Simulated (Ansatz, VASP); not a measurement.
**Ni: VASP beside Ansatz**

```
CELL_PARAMETERS angstrom
2.29210 0.00000 0.00000
0.00000 2.29210 0.00000
0.00000 0.00000 2.29210
ATOMIC_POSITIONS crystal
Ni 0.00000 0.00000 0.00000
```

Alike in both runs: functional r2SCAN; k mesh 14 × 14 × 14; occupations fermi-dirac, width 0.1 eV; no spin polarisation.

Ansatz relaxed the structure, and its values are those at the end. VASP's run is a single point on that final structure, the one shown.

|  | VASP | Ansatz |
| --- | --- | --- |
| version | VASP 6.6.1 | Ansatz 0.2.0 |
| potentials or method | VASP PAW PBE potentials, release 64 (Ni), cutoff 520 eV | plane waves (500 eV) with PAW, scalar-relativistic |
| valence electrons in the cell | 10 | 18 |

|  | VASP | Ansatz | Ansatz less VASP |
| --- | --- | --- | --- |
| pressure (GPa) | 0.4 | 0.0 | -0.36 |

VASP's potentials were made for PBE, not for r2SCAN. VASP's potentials hold 10 valence electrons a cell and Ansatz's 18, so a difference there can come from the potentials and not from the codes.
